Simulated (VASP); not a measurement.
# Mg6O5 (a cell with a defect) in VASP: further runs

Mg6O5 (a cell with a defect) is run at these levels: PBEsol; tasks: single point.

Program: VASP 6.6.1. These are calculated values, not measurements. Logs are shortened: lines on timing, memory, paths and dates and some standing lists are left out, and cuts for length are marked.

### 1 The cell of the first run

The cell holds a defect, 11 atoms: a = 5.591 Å, b = 5.591 Å, c = 5.591 Å, α = 90.00°, β = 90.00°, γ = 90.00°.

### 2 Single point, PBEsol

Input file INCAR:

```
ALGO = Normal
EDIFF = 1E-6
ENCUT = 620
GGA = PS
GGA_COMPAT = False
ISIF = 2
ISMEAR = 0
LASPH = True
LCHARG = False
LREAL = False
LWAVE = False
NBANDS = 56
NELM = 120
PREC = Accurate
SIGMA = 0.05
```

Input file KPOINTS:

```
k-points
0
Gamma
  4 4 4
```

Input file POSCAR:

```
Mg6O5
1.0
    5.5908553621      0.0000000000      0.0000000000
    0.0000000000      5.5908553621      0.0000000000
    0.0000000000      0.0000000000      5.5908553621
Mg O
6 5
Direct
    0.2500000000      0.0000000000      0.5000000000
    0.0000000000      0.5000000000      0.2500000000
    0.5000000000      0.7500000000      0.0000000000
    0.7500000000      0.0000000000      0.5000000000
    0.0000000000      0.5000000000      0.7500000000
    0.5000000000      0.2500000000      0.0000000000
    0.5000000000      0.0000000000      0.2500000000
    0.0000000000      0.7500000000      0.5000000000
    0.8750000000      0.4373977724      0.0000000000
    0.5000000000      0.0000000000      0.7500000000
    0.0000000000      0.2500000000      0.5000000000
```

Potentials or basis: VASP PAW PBE potentials, release 64 (Mg_sv, O).

Run with:

```
> cat potpaw_PBE.64/Mg_sv/POTCAR potpaw_PBE.64/O/POTCAR > POTCAR
> mpirun -np 1 vasp_std > vasp.out
```

OUTCAR:

```text
EDIFF = 1E-6
   ENCUT = 620
   GGA = PS
   ISIF = 2
   ISMEAR = 0
   LASPH = True
   LREAL = False
   NELM = 120
   PREC = Accurate

 ion  position               nearest neighbor table
   1  0.250  0.000  0.500-   7 1.98   8 1.98  10 1.98  11 1.98
   2  0.000  0.500  0.250-   9 1.60   8 1.98  11 1.98
   3  0.500  0.750  0.000-   7 1.98  10 1.98
   4  0.750  0.000  0.500-   7 1.98   8 1.98  10 1.98  11 1.98
   5  0.000  0.500  0.750-   9 1.60   8 1.98  11 1.98
   6  0.500  0.250  0.000-   7 1.98  10 1.98
   7  0.500  0.000  0.250-   1 1.98   3 1.98   4 1.98   6 1.98
   8  0.000  0.750  0.500-   1 1.98   2 1.98   4 1.98   5 1.98
   9  0.875  0.437  0.000-   2 1.60   5 1.60
  10  0.500  0.000  0.750-   1 1.98   3 1.98   4 1.98   6 1.98
  11  0.000  0.250  0.500-   1 1.98   2 1.98   4 1.98   5 1.98

  LATTYP: Found a simple cubic cell.
 ALAT       =     5.5908553621

  Lattice vectors:

 A1 = (   5.5908553621,   0.0000000000,   0.0000000000)
 A2 = (   0.0000000000,   5.5908553621,   0.0000000000)
 A3 = (   0.0000000000,   0.0000000000,   5.5908553621)

Analysis of symmetry for initial positions (statically):
=====================================================================
 Subroutine PRICEL returns:
 Original cell was already a primitive cell.

 Routine SETGRP: Setting up the symmetry group for a
 simple cubic supercell.

 Subroutine GETGRP returns: Found  2 space group operations
 (whereof  2 operations were pure point group operations)
 out of a pool of 48 trial point group operations.

The static configuration has the point symmetry C_1h.

Analysis of symmetry for dynamics (positions and initial velocities):
=====================================================================
 Subroutine PRICEL returns:
 Original cell was already a primitive cell.

 Routine SETGRP: Setting up the symmetry group for a
 simple cubic supercell.

 Subroutine GETGRP returns: Found  2 space group operations
 (whereof  2 operations were pure point group operations)
 out of a pool of 48 trial point group operations.

The dynamic configuration has the point symmetry C_1h.

 Subroutine INISYM returns: Found  2 space group operations
 (whereof  2 operations are pure point group operations),
 and found     1 'primitive' translations

----------------------------------------------------------------------------------------

                                     Primitive cell

  volume of cell :     174.7571

  direct lattice vectors                    reciprocal lattice vectors
     5.590855362  0.000000000  0.000000000     0.178863508  0.000000000  0.000000000
     0.000000000  5.590855362  0.000000000     0.000000000  0.178863508  0.000000000
     0.000000000  0.000000000  5.590855362     0.000000000  0.000000000  0.178863508

  length of vectors
     5.590855362  5.590855362  5.590855362     0.178863508  0.178863508  0.178863508

  position of ions in fractional coordinates (direct lattice)
     0.250000000  0.000000000  0.500000000
     0.000000000  0.500000000  0.250000000
     0.500000000  0.750000000  0.000000000
     0.750000000  0.000000000  0.500000000
     0.000000000  0.500000000  0.750000000
     0.500000000  0.250000000  0.000000000
     0.500000000  0.000000000  0.250000000
     0.000000000  0.750000000  0.500000000
     0.875000000  0.437397772  0.000000000
     0.500000000  0.000000000  0.750000000
     0.000000000  0.250000000  0.500000000

  ion indices of the primitive-cell ions
   primitive index   ion index
                 1           1
                 2           2
                 3           3
                 4           4
                 5           5
                 6           6
                 7           7
                 8           8
                 9           9
                10          10
                11          11

----------------------------------------------------------------------------------------

 KPOINTS: k-points

Automatic generation of k-mesh.
 Grid dimensions read from file:
 generate k-points for:    4    4    4

 Generating k-lattice:

  Cartesian coordinates                     Fractional coordinates (reciprocal lattice)
     0.044715877  0.000000000  0.000000000     0.250000000  0.000000000  0.000000000
     0.000000000  0.044715877  0.000000000     0.000000000  0.250000000  0.000000000
     0.000000000  0.000000000  0.044715877     0.000000000  0.000000000  0.250000000

  Length of vectors
     0.044715877  0.044715877  0.044715877

  Shift w.r.t. Gamma in fractional coordinates (k-lattice)
     0.000000000  0.000000000  0.000000000

 Subroutine IBZKPT returns following result:
 ===========================================

 Found     30 irreducible k-points:

 Following reciprocal coordinates:
            Coordinates               Weight
  0.000000  0.000000  0.000000      1.000000
  0.250000  0.000000  0.000000      2.000000
  0.000000  0.250000  0.000000      2.000000
  0.000000  0.000000  0.250000      2.000000
  0.500000  0.000000  0.000000      1.000000
  0.000000  0.500000  0.000000      1.000000
[... 16 lines left out ...]
  0.500000  0.250000  0.250000      4.000000
  0.250000  0.500000  0.250000      4.000000
 [... further k-points ...]
   k-points           NKPTS =     30   k-points in BZ     NKDIM =     30   number of bands    NBANDS=     56
   number of dos      NEDOS =    301   number of ions     NIONS =     11
   total plane-waves  NPLWV = 110592
   dimension x,y,z NGX =    48 NGY =   48 NGZ =   48
   dimension x,y,z NGXF=    96 NGYF=   96 NGZF=   96
   ions per type =               6   5
   NGX,Y,Z   is equivalent  to a cutoff of  14.27, 14.27, 14.27 a.u.
   NGXF,Y,Z  is equivalent  to a cutoff of  28.55, 28.55, 28.55 a.u.
 SYSTEM =  unknown system
   PREC   = accura    normal or accurate (medium, high low for compatibility)
   ISTART =      0    job   : 0-new  1-cont  2-samecut
   ICHARG =      2    charge: 1-file 2-atom 10-const
   ISPIN  =      1    spin polarized calculation?
   LNONCOLLINEAR =      F non collinear calculations
   LSORBIT =      F    spin-orbit coupling
   LASPH  =      T    aspherical Exc in radial PAW
   ENCUT  =  620.0 eV  45.57 Ry    6.75 a.u.  11.35 11.35 11.35*2*pi/ulx,y,z
   NELM   =    120;   NELMIN=  2; NELMDL= -5     # of ELM steps
   EDIFF  = 0.1E-05   stopping-criterion for ELM
   LREAL  =      F    real-space projection
   EDIFFG = 0.1E-04   stopping-criterion for IOM
   NSW    =      0    number of steps for IOM
   IBRION =     -1    ionic relax: 0-MD 1-quasi-New 2-CG
   NFREE  =      0    steps in history (QN), initial steepest desc. (CG)
   ISIF   =      2    stress and relaxation
   ISYM   =      2    0-nonsym 1-usesym 2-fastsym
   POTIM  = 0.5000    time-step for ionic-motion
   TEBEG  =    0.0;   TEEND  =   0.0 temperature during run
   PSTRESS=    0.0 pullay stress
   NELECT =      90.0000    total number of electrons
   NUPDOWN=      -1.0000    fix difference up-down
   EMIN   =  10.00;   EMAX   =-10.00  energy-range for DOS
   EFERMI =   0.00;   METHOD = LEGACY
   ISMEAR =     0;   SIGMA  =   0.05  broadening in eV -4-tet -1-fermi 0-gaus
   EFERMI_NEDOS =   21; number of points for ismear=-14 and -15
   IALGO  =     38    algorithm
   IMIX   =      4    mixing-type and parameters
     AMIX     =   0.40;   BMIX     =  1.00
     AMIX_MAG =   1.60;   BMIX_MAG =  1.00
  volume/ion in A,a.u.               =      15.89       107.21
  Fermi-wavevector in a.u.,A,eV,Ry     =   1.312232  2.479760 23.428603  1.721954
  Thomas-Fermi vector in A             =   2.442639
   LORBIT       =      0    0 simple, 1 ext, 2 COOP (PROOUT), +10 PAW based schemes
   GGA     = PS    functional components
   LHFCALC =     F    Hartree Fock is set to
   AEXX    =    0.0000 exact exchange contribution
   IVDW    =     0    specifies the selected vdW correction
   LEPSILON=     F    determine dielectric tensor
   LRPA    =     F    only Hartree local field effects (RPA)
 non-spin polarized calculation
 Gauss-broadening in eV      SIGMA  =   0.05
  energy-cutoff  :      620.00
  volume of cell :      174.76
 maximum number of plane-waves:      6158
 NGX is ok and might be reduce to    48
   NGX = 23   NGY = 23   NGZ = 23

 number of electron      89.9999904 magnetization

 Free energy of the ion-electron system (eV)
  ---------------------------------------------------
  ext. energy  EPLUGINS =         0.00000000
  ---------------------------------------------------
  free energy    TOTEN  =       -58.38249238 eV

  energy without entropy =      -58.38249238  energy(sigma->0) =      -58.38249238

 E-fermi :   2.3529     XC(G=0):  -8.7729

 val. band max:        2.0408843316   @ k =   0.5000   0.5000   0.5000
 cond. band min:       2.6162141876   @ k =   0.0000   0.0000   0.5000
 fundamental gap:      0.5753298560
 Fermi energy:         2.3528863981

 k-point     1 :       0.0000    0.0000    0.0000
  band No.  band energies     occupation
      1     -73.0086      2.00000
      2     -72.8091      2.00000
      3     -72.0357      2.00000
      4     -72.0121      2.00000
      5     -71.8011      2.00000
      6     -71.7922      2.00000
[... 48 lines left out ...]
     55       8.6697      0.00000
     56       9.1076      0.00000

 k-point     2 :       0.2500    0.0000    0.0000
  band No.  band energies     occupation
      1     -73.0087      2.00000
      2     -72.8091      2.00000
      3     -72.0355      2.00000
      4     -72.0125      2.00000
      5     -71.8011      2.00000
      6     -71.7923      2.00000
[... 48 lines left out ...]
     55       8.6641      0.00000
     56       8.9596      0.00000
[... 1237 lines left out ...]
     55       9.0600      0.00000
     56       9.5907      0.00000

 k-point    24 :       0.2500    0.5000    0.2500
  band No.  band energies     occupation
      1     -73.0086      2.00000
      2     -72.8092      2.00000
      3     -72.0355      2.00000
      4     -72.0125      2.00000
      5     -71.7999      2.00000
      6     -71.7935      2.00000
[... 48 lines left out ...]
     55       9.2006      0.00000
     56       9.9993      0.00000

 [... further k-points ...]

------------------------ aborting loop because EDIFF is reached ----------------------------------------

  FORCE on cell =-STRESS in cart. coord.  units (eV):
  Direction    XX          YY          ZZ          XY          YZ          ZX
  --------------------------------------------------------------------------------------
  -------------------------------------------------------------------------------------
  Total        2.1482917      1.5240496     20.1103170      2.2071038      0.0000000      0.0000000
  in kB       19.6955932     13.9725258    184.3718987     20.2347836      0.0000000      0.0000000
  external PRESSURE =      72.6800059 kB  Pullay stress =       0.0000000 kB

 VOLUME and BASIS-vectors are now :
 -----------------------------------------------------------------------------
  energy-cutoff  :      620.00
  volume of cell :      174.76
      direct lattice vectors                 reciprocal lattice vectors
     5.590855362  0.000000000  0.000000000     0.178863508  0.000000000  0.000000000
     0.000000000  5.590855362  0.000000000     0.000000000  0.178863508  0.000000000
     0.000000000  0.000000000  5.590855362     0.000000000  0.000000000  0.178863508

 POSITION                                       TOTAL-FORCE (eV/Angst)
 -----------------------------------------------------------------------------------
      1.39771      0.00000      2.79543        -0.113047      0.085070     -0.000000
      0.00000      2.79543      1.39771         3.693751      1.196241      7.113774
      2.79543      4.19314      0.00000        -0.080012      0.389686     -0.000000
      4.19314      0.00000      2.79543         0.147377      0.229877     -0.000000
      0.00000      2.79543      4.19314         3.693751      1.196241     -7.113774
      2.79543      1.39771      0.00000         0.901686     -0.152693     -0.000000
      2.79543      0.00000      1.39771         0.122731     -0.097508     -0.167263
      0.00000      4.19314      2.79543        -0.186430     -0.010267     -0.000000
      4.89200      2.44543      0.00000        -8.426153     -2.725797     -0.000000
      2.79543      0.00000      4.19314         0.122731     -0.097508      0.167263
      0.00000      1.39771      2.79543         0.123615     -0.013340     -0.000000
 -----------------------------------------------------------------------------------
    total drift:                                0.001676      0.000497      0.000000

  FREE ENERGIE OF THE ION-ELECTRON SYSTEM (eV)
  ---------------------------------------------------
  free  energy   TOTEN  =       -58.3824923766 eV

  energy  without entropy=      -58.3824923766  energy(sigma->0) =      -58.38249238
```

Run time: 6.5 min. Hardware: 1 thread of Intel Xeon Platinum 8375C at 2.90GHz (Ice Lake), shared host; peak memory 0.46 GiB.

Results:

```
Free energy            : -58.3825 eV
Pressure               : 7.3 GPa
Largest force          : 8.856 eV/Å
Band gap on the k mesh : 0.58 eV
```

Forces in eV/Å, atoms in the order of the input:
```
Mg  -0.113  0.085  0.000
Mg   3.694  1.196  7.114
Mg  -0.080  0.390  0.000
Mg   0.147  0.230  0.000
Mg   3.694  1.196 -7.114
Mg   0.902 -0.153  0.000
O    0.123 -0.098 -0.167
O   -0.186 -0.010  0.000
O   -8.426 -2.726  0.000
O    0.123 -0.098  0.167
O    0.124 -0.013  0.000
```

Caveat: the cell differs from its parent crystal (atoms taken out, atom 9 moved 0.250 of the way to it and -0.350 Å across, host rigid); the PAW data sets were made with another functional, which shifts forces and pressure a little.

### 3 Single point, PBEsol

Input file INCAR:

```
PREC = Accurate
ENCUT = 620
EDIFF = 1E-6
ISMEAR = 0
SIGMA = 0.05
LREAL = F
LASPH = T
NELM = 120
ALGO = Normal
ISIF = 2
LWAVE = F
LCHARG = F
GGA = PS
NBANDS = 56
GGA_COMPAT = F
```

Input file KPOINTS:

```
Automatic mesh
0
Gamma
  4 4 4
```

POSCAR, as its differences from that of step 2:

```diff
@@ -16,3 +16,3 @@
     0.0000000000      0.7500000000      0.5000000000
-    0.8750000000      0.4373977724      0.0000000000
+    0.9375000000      0.4686988862      0.0000000000
     0.5000000000      0.0000000000      0.7500000000
```

Potentials or basis: VASP PAW PBE potentials, release 64 (Mg_sv, O).

Run with:

```
> cat potpaw_PBE.64/Mg_sv/POTCAR potpaw_PBE.64/O/POTCAR > POTCAR
> mpirun -np 1 vasp_std > vasp.out
```

It took 6.2 min on 1 thread of Intel Xeon Platinum 8259CL at 2.50GHz (Skylake/Cascade Lake), shared host; peak memory 0.48 GiB.

It converged, with:

| Item | Value |
| --- | --- |
| Free energy | -54.1932 eV |
| Pressure | 16.9 GPa |
| Largest force | 18.812 eV/Å |
| Band gap on the k mesh | 0.24 eV |

Forces on the atoms (eV/Å):
```
Mg   -0.135   0.063   0.000
Mg    4.811   1.949  18.082
Mg    0.026   0.437   0.000
Mg    0.161   0.113   0.000
Mg    4.811   1.949 -18.082
Mg    0.366  -0.285   0.000
O     0.120  -0.008  -0.225
O    -0.089   0.095   0.000
O   -10.215  -4.212   0.000
O     0.120  -0.008   0.225
O     0.025  -0.093   0.000
```

Stress tensor (GPa, compression positive):
```
 1.94  1.36  0.00
 1.36  2.02  0.00
 0.00  0.00 46.66
```

Levels at points of the mesh, in eV from the valence-band top:
```tsv
k point	band 43	band 44	band 45	band 46	band 47	band 48
(0.00, 0.00, 0.00)	-3.02	-2.73	-2.40	1.89	2.50	3.11
(0.50, 0.00, 0.00)	-3.02	-2.73	-0.77	0.78	2.03	3.77
(0.00, 0.50, 0.00)	-3.08	-3.02	-1.17	1.08	3.13	3.17
(0.00, 0.00, 0.50)	-3.32	-2.73	-1.52	0.24	2.63	3.46
(0.50, 0.50, 0.00)	-3.09	-3.02	-0.22	1.10	1.95	2.81
(0.00, 0.50, 0.50)	-3.50	-3.34	-0.89	1.26	2.11	2.79
(0.50, 0.00, 0.50)	-3.33	-2.73	-0.55	1.03	1.70	2.98
(0.50, 0.50, 0.50)	-3.51	-3.50	0.00	1.69	1.98	2.18
```

Caveat: the cell differs from its parent crystal (atoms taken out, atom 9 moved 0.375 of the way to it and -0.175 Å across, host rigid); the PAW data sets were made with another functional, which shifts forces and pressure a little.
